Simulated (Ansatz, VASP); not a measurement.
## Ni: VASP beside Ansatz

INCAR

```
PREC     = Accurate       # precision mode
ENCUT    = 520            # plane-wave cutoff, eV
EDIFF    = 1E-7           # SCF threshold, eV
ISMEAR   = -1             # smearing method
SIGMA    = 0.1            # smearing width, eV
LREAL    = F              # projectors in reciprocal space
LASPH    = T              # aspherical terms in the spheres
NELM     = 80             # most SCF steps
ALGO     = Normal         # electronic algorithm
ISIF     = 2              # what is computed and relaxed
LWAVE    = F              # write WAVECAR
LCHARG   = F              # write CHGCAR
GGA      = PE             # functional
NBANDS   = 17             # bands
```

File KPOINTS:

```
regular mesh
0
Gamma
  16 16 9
```

File POSCAR:

```
Ni
1.0
    2.5780076439      0.0000000000      0.0000000000
   -1.2890038220      2.2326201108      0.0000000000
    0.0000000000      0.0000000000      4.2398185069
Ni
2
Direct
    0.3333333333      0.6666666667      0.2500000000
    0.6666666667      0.3333333333      0.7500000000
```

Input for Ansatz:

```yaml
crystal:
  lattice:
    - [2.5780076439, 0.0, 0.0]
    - [-1.289003822, 2.2326201108, 0.0]
    - [0.0, 0.0, 4.2398185069]
  atoms:
    - { symbol: Ni, position: [0.3333333333, 0.6666666667, 0.25] }
    - { symbol: Ni, position: [0.6666666667, 0.3333333333, 0.75] }
hamiltonian:
  xc: pbe
  pseudopotentials:
    kind: paw
    azcp:
      Ni: "pseudopotentials/Ni.paw.azcp"
basis:
  ecutwfc: 420
  fft_grid_basis: typed
kpoints:
  mp_grid: { grid: [16, 16, 9], shift: [0, 0, 0] }
magnetization:
  spin_polarized: false
scf:
  occupations: { method: fermi_dirac, width: 0.1 }
  lower_state_search: "off"
output:
  stress: true
```

Alike in both runs: task single point; functional PBE; k mesh 16 × 16 × 9; occupations fermi-dirac, width 0.1 eV; no spin polarisation.

```csv
,VASP,Ansatz
version,VASP 6.6.1,Ansatz 0.2.0
potentials or method,"VASP PAW PBE potentials, release 64 (Ni), cutoff 520 eV","plane waves (420 eV) with PAW, scalar-relativistic"
valence electrons in the cell,20,36
```

VASP gave:

| Item | Value |
| --- | --- |
| pressure (GPa) | -16.7 |
| traceless stress, the component that is largest in VASP (GPa) | -0.11 |

Task: What did Ansatz give for the same quantities?

Result: Pressure (GPa): -17.0; traceless stress, the component that is largest in VASP (GPa): -0.06.

With one functional, cell and mesh, what is left measures potentials, basis and numerics. VASP's potentials hold 20 valence electrons a cell and Ansatz's 36, so a difference there can come from the potentials and not from the codes.
